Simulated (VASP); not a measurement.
# ZnAu (Pm-3m) in VASP: further runs, part 2 of 3

VASP 6.6.1.

### Step 4. Electric field gradients, PBEsol (15.89 Å³/atom)

This run uses another cell than the first one, of 15.89 Å³/atom.

The input, INCAR:

```
SYSTEM = ZnAu
PREC = Accurate
ENCUT = 520
EDIFF = 1E-8
ISMEAR = -1
SIGMA = 0.05
LREAL = .False.
LASPH = .True.
NELM = 100
ALGO = Normal
ISIF = 2
LWAVE = .False.
LCHARG = .False.
GGA = PS
LEFG = .True.
NBANDS = 18
```

The input, KPOINTS:

```
regular mesh
0
Gamma
  13 13 13
  0 0 0
```

The input, POSCAR:

```
ZnAu
1.0
    3.1678416670      0.0000000000      0.0000000000
    0.0000000000      3.1678416670      0.0000000000
    0.0000000000      0.0000000000      3.1678416670
Zn Au
1 1
Direct
    0.5000000000      0.5000000000      0.5000000000
    0.0000000000      0.0000000000      0.0000000000
```

Potentials or basis: VASP PAW PBE potentials, release 64 (Zn, Au).

Started as:

```
cat potpaw_PBE.64/Zn/POTCAR potpaw_PBE.64/Au/POTCAR > POTCAR
mpirun -np 1 vasp_std > vasp.out
```

OUTCAR:

```text
SYSTEM = ZnAu
   PREC = Accurate
   ENCUT = 520
   EDIFF = 1E-8
   ISMEAR = -1
   LREAL = .False.
   LASPH = .True.
   NELM = 100
   ISIF = 2
   GGA = PS

 ion  position               nearest neighbor table
   1  0.500  0.500  0.500-   2 2.74   2 2.74   2 2.74   2 2.74   2 2.74   2 2.74   2 2.74   2 2.74

   2  0.000  0.000  0.000-   1 2.74   1 2.74   1 2.74   1 2.74   1 2.74   1 2.74   1 2.74   1 2.74

  LATTYP: Found a simple cubic cell.
 ALAT       =     3.1678416670

  Lattice vectors:

 A1 = (   3.1678416670,   0.0000000000,   0.0000000000)
 A2 = (   0.0000000000,   3.1678416670,   0.0000000000)
 A3 = (   0.0000000000,   0.0000000000,   3.1678416670)

Analysis of symmetry for initial positions (statically):
=====================================================================
 Subroutine PRICEL returns:
 Original cell was already a primitive cell.

 Routine SETGRP: Setting up the symmetry group for a
 simple cubic supercell.

 Subroutine GETGRP returns: Found 48 space group operations
 (whereof 48 operations were pure point group operations)
 out of a pool of 48 trial point group operations.

The static configuration has the point symmetry O_h .

Analysis of symmetry for dynamics (positions and initial velocities):
=====================================================================
 Subroutine PRICEL returns:
 Original cell was already a primitive cell.

 Routine SETGRP: Setting up the symmetry group for a
 simple cubic supercell.

 Subroutine GETGRP returns: Found 48 space group operations
 (whereof 48 operations were pure point group operations)
 out of a pool of 48 trial point group operations.

The dynamic configuration has the point symmetry O_h .

 Subroutine INISYM returns: Found 48 space group operations
 (whereof 48 operations are pure point group operations),
 and found     1 'primitive' translations

----------------------------------------------------------------------------------------

                                     Primitive cell

  volume of cell :      31.7900

  direct lattice vectors                    reciprocal lattice vectors
     3.167841667  0.000000000  0.000000000     0.315672343  0.000000000  0.000000000
     0.000000000  3.167841667  0.000000000     0.000000000  0.315672343  0.000000000
     0.000000000  0.000000000  3.167841667     0.000000000  0.000000000  0.315672343

  length of vectors
     3.167841667  3.167841667  3.167841667     0.315672343  0.315672343  0.315672343

  position of ions in fractional coordinates (direct lattice)
     0.500000000  0.500000000  0.500000000
     0.000000000  0.000000000  0.000000000

  ion indices of the primitive-cell ions
   primitive index   ion index
                 1           1
                 2           2

----------------------------------------------------------------------------------------

 KPOINTS: regular mesh

Automatic generation of k-mesh.
 Grid dimensions read from file:
 generate k-points for:   13   13   13

[... 70 lines left out ...]
   ISYM   =      2    0-nonsym 1-usesym 2-fastsym
   POTIM  = 0.5000    time-step for ionic-motion
   TEBEG  =    0.0;   TEEND  =   0.0 temperature during run
   PSTRESS=    0.0 pullay stress
   NELECT =      23.0000    total number of electrons
   NUPDOWN=      -1.0000    fix difference up-down
   EMIN   =  10.00;   EMAX   =-10.00  energy-range for DOS
   EFERMI =   0.00;   METHOD = LEGACY
   ISMEAR =    -1;   SIGMA  =   0.05  broadening in eV -4-tet -1-fermi 0-gaus
   EFERMI_NEDOS =   21; number of points for ismear=-14 and -15
   IALGO  =     38    algorithm
   IMIX   =      4    mixing-type and parameters
     AMIX     =   0.40;   BMIX     =  1.00
     AMIX_MAG =   1.60;   BMIX_MAG =  1.00
  volume/ion in A,a.u.               =      15.89       107.26
  Fermi-wavevector in a.u.,A,eV,Ry     =   1.469673  2.777279 29.387741  2.159938
  Thomas-Fermi vector in A             =   2.585022
   LORBIT       =      0    0 simple, 1 ext, 2 COOP (PROOUT), +10 PAW based schemes
   GGA     = PS    functional components
   LHFCALC =     F    Hartree Fock is set to
   AEXX    =    0.0000 exact exchange contribution
   IVDW    =     0    specifies the selected vdW correction
   LEPSILON=     F    determine dielectric tensor
   LRPA    =     F    only Hartree local field effects (RPA)
 non-spin polarized calculation
  energy-cutoff  :      520.00
  volume of cell :       31.79
 maximum number of plane-waves:       876
 NGX is ok and might be reduce to    24
   NGX = 11   NGY = 11   NGZ = 11

 number of electron      23.0000026 magnetization

 Free energy of the ion-electron system (eV)
  ---------------------------------------------------
  ext. energy  EPLUGINS =         0.00000000
  ---------------------------------------------------
  free energy    TOTEN  =        -5.93684804 eV

  energy without entropy =       -5.93046959  energy(sigma->0) =       -5.93365882

 E-fermi :   6.6899     XC(G=0): -12.4227

 val. band max:        6.6530435493   @ k =   0.4615   0.3846   0.2308
 cond. band min:       6.7025075213   @ k =   0.4615   0.3077   0.3077
 fundamental gap:      0.0494639719
 Fermi energy:         6.6898613846

 k-point     1 :       0.0000    0.0000    0.0000
  band No.  band energies     occupation
      1      -3.8085      2.00000
      2      -1.3328      2.00000
      3      -1.3328      2.00000
      4      -0.6775      2.00000
      5      -0.6775      2.00000
      6      -0.6775      2.00000
[... 481 lines left out ...]
      5      -0.5713      2.00000
      6       0.1744      2.00000
[... 10 lines left out ...]
     17      20.4009      0.00000
     18      20.5968      0.00000

 [... further k-points ...]

------------------------ aborting loop because EDIFF is reached ----------------------------------------

  FORCE on cell =-STRESS in cart. coord.  units (eV):
  Direction    XX          YY          ZZ          XY          YZ          ZX
  --------------------------------------------------------------------------------------
  -------------------------------------------------------------------------------------
  Total       -0.9283412     -0.9283412     -0.9283412      0.0000000     -0.0000000      0.0000000
  in kB      -46.7872819    -46.7872819    -46.7872819      0.0000000     -0.0000000      0.0000000
  external PRESSURE =     -46.7872819 kB  Pullay stress =       0.0000000 kB

 VOLUME and BASIS-vectors are now :
 -----------------------------------------------------------------------------
  energy-cutoff  :      520.00
  volume of cell :       31.79
      direct lattice vectors                 reciprocal lattice vectors
     3.167841667  0.000000000  0.000000000     0.315672343  0.000000000  0.000000000
     0.000000000  3.167841667  0.000000000     0.000000000  0.315672343  0.000000000
     0.000000000  0.000000000  3.167841667     0.000000000  0.000000000  0.315672343

 POSITION                                       TOTAL-FORCE (eV/Angst)
 -----------------------------------------------------------------------------------
      1.58392      1.58392      1.58392         0.000000      0.000000      0.000000
      0.00000      0.00000      0.00000         0.000000      0.000000      0.000000
 -----------------------------------------------------------------------------------
    total drift:                                0.000000      0.000000     -0.000000

  FREE ENERGIE OF THE ION-ELECTRON SYSTEM (eV)
  ---------------------------------------------------
  free  energy   TOTEN  =        -5.9368480438 eV

  energy  without entropy=       -5.9304695884  energy(sigma->0) =       -5.93365882

 Electric field gradients (V/A^2)
---------------------------------------------------------------------
 ion       V_xx      V_yy      V_zz      V_xy      V_xz      V_yz
---------------------------------------------------------------------
   1       0.000     0.000     0.000     0.000     0.000    -0.000
   2      -0.000    -0.000     0.000     0.000    -0.000     0.000
---------------------------------------------------------------------

 Electric field gradients after diagonalization (V/A^2)
 (convention: |V_zz| > |V_xx| > |V_yy|)
----------------------------------------------------------------------
 ion       V_xx      V_yy      V_zz     asymmetry (V_yy - V_xx)/ V_zz
----------------------------------------------------------------------
   1       0.000     0.000     0.000      -0.102
   2      -0.000     0.000    -0.000      -0.520
----------------------------------------------------------------------

           NMR quadrupolar parameters

 Cq : quadrupolar parameter    Cq=e*Q*V_zz/h
 eta: asymmetry parameters     (V_yy - V_xx)/ V_zz
 Q  : nuclear electric quadrupole moment in mb (millibarn)
----------------------------------------------------------------------
 ion       Cq(MHz)       eta       Q (mb)
----------------------------------------------------------------------
   1       0.000      -0.102       1.000
   2      -0.000      -0.520       1.000
----------------------------------------------------------------------
```

OSZICAR:

```text
N       E                     dE             d eps       ncg     rms          rms(c)
DAV:   1     0.129506228554E+03    0.12951E+03   -0.11531E+04  3122   0.165E+03
DAV:   2    -0.805157837458E+00   -0.13031E+03   -0.12417E+03  3046   0.313E+02
DAV:   3    -0.644671702617E+01   -0.56416E+01   -0.56009E+01  3406   0.699E+01
DAV:   4    -0.649766327403E+01   -0.50946E-01   -0.50926E-01  3328   0.586E+00
DAV:   5    -0.649820127277E+01   -0.53800E-03   -0.53798E-03  3274   0.649E-01    0.828E+00
DAV:   6    -0.597388108414E+01    0.52432E+00   -0.15513E+00  3298   0.144E+01    0.515E+00
DAV:   7    -0.594677893675E+01    0.27102E-01   -0.33868E-02  4128   0.324E+00    0.280E+00
DAV:   8    -0.593682483768E+01    0.99541E-02   -0.83184E-03  3210   0.970E-01    0.131E-01
DAV:   9    -0.593684369447E+01   -0.18857E-04   -0.39511E-04  3620   0.247E-01    0.659E-02
DAV:  10    -0.593684808540E+01   -0.43909E-05   -0.31915E-05  3736   0.630E-02    0.175E-02
DAV:  11    -0.593684816630E+01   -0.80900E-07   -0.42147E-06  3340   0.313E-02    0.433E-03
DAV:  12    -0.593684808672E+01    0.79578E-07   -0.64708E-08  3688   0.611E-03    0.177E-03
DAV:  13    -0.593684804023E+01    0.46485E-07   -0.16733E-08  1918   0.198E-03    0.883E-05
DAV:  14    -0.593684804376E+01   -0.35247E-08   -0.26149E-09  1634   0.536E-04
   1 F= -.59368480E+01 E0= -.59336588E+01  d E =-.637846E-02
```

stdout:

```text
POSCAR found type information on POSCAR ZnAu
 POSCAR found :  2 types and       2 ions
 scaLAPACK will be used
 -----------------------------------------------------------------------------
|                                                                             |
|                                                                             |
|     You enforced a specific xc type in the INCAR file but a different       |
|     I HOPE YOU KNOW WHAT YOU ARE DOING!                                     |
|                                                                             |
 -----------------------------------------------------------------------------

 LDA part: xc-table for (Slater+PW92), standard interpolation
 POSCAR, INCAR and KPOINTS ok, starting setup
 FFT: planning ... GRIDC
 FFT: planning ... GRID_SOFT
 FFT: planning ... GRID
 WAVECAR not read
 entering main loop
ion   1

ion   2
```

It took 20 s on 1 thread of Intel Xeon Platinum 8259CL at 2.50GHz (Skylake/Cascade Lake), shared host; peak memory 0.17 GiB.

What came out:

```yaml
Free_energy: -5.9368 eV
Pressure: -4.7 GPa
Band_gap_on_the_k_mesh: zero (an odd number of electrons rules out a gap without spin polarisation)
Largest_electric_field_gradient_by_atom: zero within the noise of the run
```

Levels at points of the mesh, in eV from the Fermi level:
| k point | band 9 | band 10 | band 11 | band 12 | band 13 | band 14 |
| --- | --- | --- | --- | --- | --- | --- |
| (0.00, 0.00, 0.00) | -3.71 | -3.71 | -3.71 | 4.91 | 4.91 | 4.91 |

Caveat: the cell stands under tension; the PAW data sets were made with another functional, which shifts forces and pressure a little; spin-orbit coupling is left out, which moves the levels of the heavy elements.

(Part 2 of 3 ends here.)
